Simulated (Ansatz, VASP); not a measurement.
## MoS2: VASP beside Ansatz

```
Mo S
1.0
     3.22746    0.00000    0.00000
    -1.61373    2.79507    0.00000
     0.00000    0.00000    6.31247
Mo S
1 2
Direct
  0.00000 0.00000 0.50000
  0.66667 0.33333 0.74468
  0.33333 0.66667 0.25532
```

Alike in both runs: task relaxation of cell and atoms; functional revPBE; dispersion D3(BJ); k mesh 9 × 9 × 4; occupations fermi-dirac, width 0.05 eV; no spin polarisation.

|  | VASP | Ansatz |
| --- | --- | --- |
| version | VASP 6.6.1 | Ansatz 0.2.0 |
| potentials or method | VASP PAW PBE potentials, release 64 (Mo_sv, S) | Ansatz PAW |
| plane-wave cutoff (eV) | 600 | 420 |
| valence electrons in the cell | 26 | 26 |

VASP gave:

| Property | Result |
| --- | --- |
| relaxed volume (Å³/atom) | 16.06 |
| relaxed cell length with the largest relative difference (Å) | 5.575 |

What did Ansatz give for the same quantities?

Relaxed volume (Å³/atom): 16.05; relaxed cell length with the largest relative difference (Å): 5.572.

VASP's potentials were made for PBE, not for revPBE.

Noted on VASP's run: the volume moved by over 15 % at a fixed basis, so the end points are rough. Noted on Ansatz's run: the volume moved by over 15 % at a fixed basis, so the end points are rough; the plane-wave basis is chosen anew once the cell has moved, so the energies of steps on either side of that aren't comparable.
